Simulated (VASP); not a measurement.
# BaS (Fm-3m) in VASP: settings compared

Aim: see how the results for BaS move with the level of theory and the settings. Levels: PBE+D3(BJ), PBE. Tasks: single point.

All numbers are computed with VASP 6.6.1; they aren't measurements. Logs are shortened: lines on timing, memory, paths and dates and some standing lists are left out, and cuts for length are marked.

## (1) The cell of the first run

The structure is cubic, space group Fm-3m (No. 225). Conventional cell: a = 6.426 Å, b = 6.426 Å, c = 6.426 Å, α = 90.00°, β = 90.00°, γ = 90.00°. Within 4.2 Å of Ba (site symmetry m-3m) lie 6 S at 3.21 Å. Within 4.2 Å of S (site symmetry m-3m) lie 6 Ba at 3.21 Å.

## (2) Single point, PBE+D3(BJ), non-collinear spin, zero start, spin-orbit coupling

INCAR

```
SYSTEM = BaS
  ALGO = Normal
  EDIFF = 1E-6
  ENCUT = 520
  GGA = PE
  GGA_COMPAT = .FALSE.
  ISIF = 2
  ISMEAR = 1
  IVDW = 12
  LASPH = .TRUE.
  LCHARG = .FALSE.
  LORBIT = 11
  LORBMOM = .TRUE.
  LREAL = .FALSE.
  LSORBIT = .TRUE.
  LWAVE = .FALSE.
  MAGMOM = 0 0 0 0 0 0
  NBANDS = 28
  NELM = 150
  PREC = Accurate
  SIGMA = 0.025
```

KPOINTS

```
k-points
0
G
  6 6 6
  0 0 0
```

POSCAR

```
BaS
1.0
    0.0000000000      3.2129006479      3.2129006479
    3.2129006479      0.0000000000      3.2129006479
    3.2129006479      3.2129006479      0.0000000000
Ba S
1 1
Direct
    0.5000000000      0.5000000000      0.5000000000
    0.0000000000      0.0000000000      0.0000000000
```

Potentials or basis: VASP PAW PBE potentials, release 64 (Ba_sv, S).

Launch:

```sh
$ cat potpaw_PBE.64/Ba_sv/POTCAR potpaw_PBE.64/S/POTCAR > POTCAR
$ mpirun -np 1 vasp_ncl > vasp.out
```

OUTCAR:

```text
SYSTEM = BaS
   EDIFF = 1E-6
   ENCUT = 520
   GGA = PE
   ISIF = 2
   ISMEAR = 1
   IVDW = 12
   LASPH = .TRUE.
   LORBIT = 11
   LREAL = .FALSE.
   LSORBIT = .TRUE.
   NELM = 150
   PREC = Accurate
 IVDW          = 12

 ion  position               nearest neighbor table
   1  0.500  0.500  0.500-   2 3.21   2 3.21   2 3.21   2 3.21   2 3.21   2 3.21
   2  0.000  0.000  0.000-   1 3.21   1 3.21   1 3.21   1 3.21   1 3.21   1 3.21

  LATTYP: Found a face centered cubic cell.
 ALAT       =     6.4258012958

  Lattice vectors:

 A1 = (   0.0000000000,   3.2129006479,   3.2129006479)
 A2 = (   3.2129006479,   0.0000000000,   3.2129006479)
 A3 = (   3.2129006479,   3.2129006479,   0.0000000000)

Analysis of symmetry for initial positions (statically):
=====================================================================
 Subroutine PRICEL returns:
 Original cell was already a primitive cell.

 Routine SETGRP: Setting up the symmetry group for a
 face centered cubic supercell.

 Subroutine GETGRP returns: Found 48 space group operations
 (whereof 48 operations were pure point group operations)
 out of a pool of 48 trial point group operations.

The static configuration has the point symmetry O_h .

Analysis of symmetry for dynamics (positions and initial velocities):
=====================================================================
 Subroutine PRICEL returns:
 Original cell was already a primitive cell.

 Routine SETGRP: Setting up the symmetry group for a
 face centered cubic supercell.

 Subroutine GETGRP returns: Found 48 space group operations
 (whereof 48 operations were pure point group operations)
 out of a pool of 48 trial point group operations.

The dynamic configuration has the point symmetry O_h .

Analysis of structural, dynamic, and magnetic symmetry:
=====================================================================
 Subroutine PRICEL returns:
 Original cell was already a primitive cell.

 Routine SETGRP: Setting up the symmetry group for a
 face centered cubic supercell.

 Subroutine GETGRP returns: Found 48 space group operations
 (whereof 48 operations were pure point group operations)
 out of a pool of 48 trial point group operations.

The overall configuration has the point symmetry O_h .

 Subroutine INISYM returns: Found 48 space group operations
 (whereof 48 operations are pure point group operations),
 and found     1 'primitive' translations

----------------------------------------------------------------------------------------

[... 665 lines left out ...]
 -----------------------------------------------------------------------------------
    total drift:                                0.000000      0.000000      0.000000

  FREE ENERGIE OF THE ION-ELECTRON SYSTEM (eV)
  ---------------------------------------------------
  free  energy   TOTEN  =       -10.9321736863 eV

  energy  without entropy=      -10.9321871074  energy(sigma->0) =      -10.93217816

 orbital moment (x)

 # of ion     p       d       tot
 ----------------------------------------
  1         0.000  -0.000  -0.000
  2         0.000   0.000   0.000
 ----------------------------------------
            0.000  -0.000  -0.000

 orbital moment (y)

 # of ion     p       d       tot
 ----------------------------------------
  1         0.000  -0.000  -0.000
  2         0.000   0.000   0.000
 ----------------------------------------
            0.000  -0.000  -0.000

 orbital moment (z)

 # of ion     p       d       tot
 ----------------------------------------
  1         0.000   0.000   0.000
  2         0.000   0.000   0.000
 ----------------------------------------
            0.000   0.000   0.000

 Spin-Orbit-Coupling matrix elements

 Ion:    1  E_soc:     -0.3888260
 l=   1
     0.0000000    -0.0646048    -0.0646048
    -0.0646048     0.0000000    -0.0646048
    -0.0646048    -0.0646048     0.0000000
 l=   2
     0.0000000    -0.0000133     0.0000000    -0.0000133    -0.0001862
    -0.0000133     0.0000000    -0.0001396    -0.0000133    -0.0000465
     0.0000000    -0.0001396     0.0000000    -0.0001396     0.0000000
    -0.0000133    -0.0000133    -0.0001396     0.0000000    -0.0000465
    -0.0001862    -0.0000465     0.0000000    -0.0000465     0.0000000
 l=   3
     0.0000000     0.0000000     0.0000000     0.0000000     0.0000000     0.0000000     0.0000000
     0.0000000     0.0000000     0.0000000     0.0000000     0.0000000     0.0000000     0.0000000
     0.0000000     0.0000000     0.0000000     0.0000000     0.0000000     0.0000000     0.0000000
     0.0000000     0.0000000     0.0000000     0.0000000     0.0000000     0.0000000     0.0000000
     0.0000000     0.0000000     0.0000000     0.0000000     0.0000000     0.0000000     0.0000000
     0.0000000     0.0000000     0.0000000     0.0000000     0.0000000     0.0000000     0.0000000
     0.0000000     0.0000000     0.0000000     0.0000000     0.0000000     0.0000000     0.0000000

 Ion:    2  E_soc:     -0.0023793
 l=   1
     0.0000000    -0.0003965    -0.0003965
    -0.0003965     0.0000000    -0.0003965
    -0.0003965    -0.0003965     0.0000000
 l=   2
     0.0000000     0.0000000     0.0000000     0.0000000     0.0000000
     0.0000000     0.0000000     0.0000000     0.0000000     0.0000000
     0.0000000     0.0000000     0.0000000     0.0000000     0.0000000
     0.0000000     0.0000000     0.0000000     0.0000000     0.0000000
     0.0000000     0.0000000     0.0000000     0.0000000     0.0000000
 l=   3
     0.0000000     0.0000000     0.0000000     0.0000000     0.0000000     0.0000000     0.0000000
     0.0000000     0.0000000     0.0000000     0.0000000     0.0000000     0.0000000     0.0000000
     0.0000000     0.0000000     0.0000000     0.0000000     0.0000000     0.0000000     0.0000000
     0.0000000     0.0000000     0.0000000     0.0000000     0.0000000     0.0000000     0.0000000
     0.0000000     0.0000000     0.0000000     0.0000000     0.0000000     0.0000000     0.0000000
     0.0000000     0.0000000     0.0000000     0.0000000     0.0000000     0.0000000     0.0000000
     0.0000000     0.0000000     0.0000000     0.0000000     0.0000000     0.0000000     0.0000000

 total charge

# of ion       s       p       d       tot
------------------------------------------
    1        2.010   5.617   0.269   7.895
    2        1.321   2.424   0.000   3.744
--------------------------------------------------
tot          3.330   8.041   0.269  11.640

 magnetization (x)

# of ion       s       p       d       tot
------------------------------------------
    1        0.000   0.000   0.000   0.000
    2        0.000   0.000   0.000   0.000
--------------------------------------------------
tot          0.000   0.000   0.000   0.000

 magnetization (y)

# of ion       s       p       d       tot
------------------------------------------
    1        0.000  -0.000  -0.000  -0.000
    2        0.000   0.000   0.000   0.000
--------------------------------------------------
tot          0.000  -0.000  -0.000  -0.000

 magnetization (z)

# of ion       s       p       d       tot
------------------------------------------
    1        0.000   0.000   0.000   0.000
    2        0.000   0.000   0.000   0.000
--------------------------------------------------
tot          0.000   0.000   0.000   0.000
```

OSZICAR:

```text
N       E                     dE             d eps       ncg     rms          rms(c)
DAV:   1     0.967695554304E+02    0.96770E+02   -0.65445E+03   896   0.967E+02
DAV:   2    -0.411085504013E+01   -0.10088E+03   -0.93136E+02  1208   0.194E+02
DAV:   3    -0.107040389865E+02   -0.65932E+01   -0.65375E+01  1244   0.513E+01
DAV:   4    -0.108745394580E+02   -0.17050E+00   -0.17025E+00  1296   0.734E+00
DAV:   5    -0.108756865090E+02   -0.11471E-02   -0.11468E-02  1136   0.590E-01    0.470E+00
DAV:   6    -0.103655446239E+02    0.51014E+00   -0.79657E-01  1128   0.577E+00    0.348E+00
DAV:   7    -0.103720322566E+02   -0.64876E-02   -0.26853E-01  1148   0.291E+00    0.179E+00
DAV:   8    -0.103860201334E+02   -0.13988E-01   -0.33032E-02   980   0.128E+00    0.430E-01
DAV:   9    -0.103865383373E+02   -0.51820E-03   -0.62141E-03  1120   0.630E-01    0.233E-01
DAV:  10    -0.103869853205E+02   -0.44698E-03   -0.14536E-03  1124   0.209E-01    0.983E-02
DAV:  11    -0.103873466519E+02   -0.36133E-03   -0.29953E-04   964   0.119E-01    0.307E-02
DAV:  12    -0.103874144337E+02   -0.67782E-04   -0.71083E-05  1076   0.569E-02    0.132E-02
DAV:  13    -0.103874035418E+02    0.10892E-04   -0.36549E-06  1092   0.126E-02    0.412E-03
DAV:  14    -0.103874038340E+02   -0.29219E-06   -0.97330E-07   848   0.629E-03
   1 F= -.10932174E+02 E0= -.10932178E+02  d E =0.134211E-04  mag=     0.0000    -0.0000    -0.0000
```

stdout:

```text
POSCAR found type information on POSCAR BaS
 POSCAR found :  2 types and       2 ions
 scaLAPACK will be used
 LDA part: xc-table for (Slater+PW92), standard interpolation
 POSCAR, INCAR and KPOINTS ok, starting setup
 FFT: planning ... GRIDC
 FFT: planning ... GRID_SOFT
 FFT: planning ... GRID
 WAVECAR not read
 entering main loop
```

It took 82 s on 1 thread of AMD EPYC 7R43 (Zen 3), shared host; peak memory 0.36 GiB.

Results:

```yaml
Free_energy: -10.9322 eV
Pressure: -0.8 GPa
Net_moment: 0.00 μB per cell
Valence_electrons_inside_the_program's_atomic_spheres: Ba 7.89; S 3.74
Dispersion_energy_per_atom: -0.272 eV
```

Moments on the atoms (μB; x, y, z):
```
Ba  0.00 0.00 0.00
S   0.00 0.00 0.00
```

Caveat: three body term missing.

## (3) Single point, PBE, non-collinear spin, zero start, spin-orbit coupling (volume scaled by 1.020)

INCAR

```
SYSTEM = BaS
PREC = Accurate
ENCUT = 520
EDIFF = 1E-6
ISMEAR = 0
SIGMA = 0.05
LREAL = .False.
LASPH = .True.
NELM = 150
ALGO = Normal
ISIF = 2
LWAVE = .False.
LCHARG = .True.
LNONCOLLINEAR = .True.
MAGMOM = 0 0 0 0 0 0
LORBIT = 11
LSORBIT = .True.
GGA_COMPAT = .False.
LORBMOM = .True.
GGA = PE
LVHAR = .True.
NBANDS = 28
```

KPOINTS

```
Automatic mesh
0
Gamma
  6 6 6
  0 0 0
```

POSCAR

```
BaS
1.0
    0.0000000000      3.2341787557      3.2341787557
    3.2341787557      0.0000000000      3.2341787557
    3.2341787557      3.2341787557      0.0000000000
Ba S
1 1
Direct
    0.5000000000      0.5000000000      0.5000000000
    0.0000000000      0.0000000000      0.0000000000
```

Potentials or basis: VASP PAW PBE potentials, release 64 (Ba_sv, S).

Launch:

```sh
$ cat potpaw_PBE.64/Ba_sv/POTCAR potpaw_PBE.64/S/POTCAR > POTCAR
$ mpirun -np 1 vasp_ncl > vasp.out
```

Wall time 84 s (1 thread of AMD EPYC 7R43 (Zen 3), shared host); peak memory 0.35 GiB.

It converged, with:

```yaml
Free_energy: -10.3890 eV
Pressure: -0.2 GPa
Net_moment: 0.00 μB per cell
Valence_electrons_inside_the_program's_atomic_spheres: Ba 7.88; S 3.74
```

Moments on the atoms (μB; x, y, z):
```
Ba  0.00 0.00 0.00
S   0.00 0.00 0.00
```

## (4) Single point, PBE, non-collinear spin, zero start, spin-orbit coupling (volume scaled by 1.040)

INCAR

```
SYSTEM = BaS
  PREC = Accurate
  ENCUT = 520
  EDIFF = 1E-6
  ISMEAR = 0
  SIGMA = 0.05
  LREAL = .False.
  LASPH = .True.
  NELM = 150
  ALGO = Normal
  ISIF = 2
  LWAVE = .False.
  LCHARG = .False.
  LNONCOLLINEAR = .True.
  MAGMOM = 0 0 0 0 0 0
  LORBIT = 11
  LSORBIT = .True.
  GGA_COMPAT = .False.
  LORBMOM = .True.
  GGA = PE
  NBANDS = 28
```

KPOINTS

```
regular mesh
0
Gamma
  6 6 6
  0 0 0
```

POSCAR

```
BaS
1.0
    0.0000000000      3.2551805050      3.2551805050
    3.2551805050      0.0000000000      3.2551805050
    3.2551805050      3.2551805050      0.0000000000
Ba S
1 1
Direct
    0.5000000000      0.5000000000      0.5000000000
    0.0000000000      0.0000000000      0.0000000000
```

Launch:

```sh
$ cat potpaw_PBE.64/Ba_sv/POTCAR potpaw_PBE.64/S/POTCAR > POTCAR
$ mpirun -np 1 vasp_ncl > vasp.out
```

Wall time 82 s (1 thread of AMD EPYC 7R43 (Zen 3), shared host); peak memory 0.35 GiB.

The run converged. Its results:

| Quantity | Value |
| --- | --- |
| Free energy | -10.3840 eV |
| Pressure | -1.0 GPa |
| Net moment | 0.00 μB per cell |
| Valence electrons inside the program's atomic spheres | Ba 7.87; S 3.73 |

Moments on the atoms (μB; x, y, z):
```
Ba  0.00 0.00 0.00
S   0.00 0.00 0.00
```

## (5) The runs side by side

| level | cell | smearing | pressure (GPa) | moment (μB) |
| --- | --- | --- | --- | --- |
| PBE+D3(BJ) | a = 4.544 Å, angles 60.0°, 2 atoms | methfessel-paxton 0.025 eV | -0.8 | 0.00 |
| PBE | a = 4.574 Å, angles 60.0°, 2 atoms | gaussian 0.05 eV | -0.2 | 0.00 |
| PBE | a = 4.604 Å, angles 60.0°, 2 atoms | gaussian 0.05 eV | -1.0 | 0.00 |

Alike in all rows: task single point; potentials or basis VASP PAW PBE potentials, release 64 (Ba_sv, S); spin non-collinear, zero start, SOC; k mesh 6 × 6 × 6; cutoff (eV) 520.

Caveats: three body term missing (some runs).

Total energies depend on the potentials used, so only differences within one code and one set of settings carry meaning.
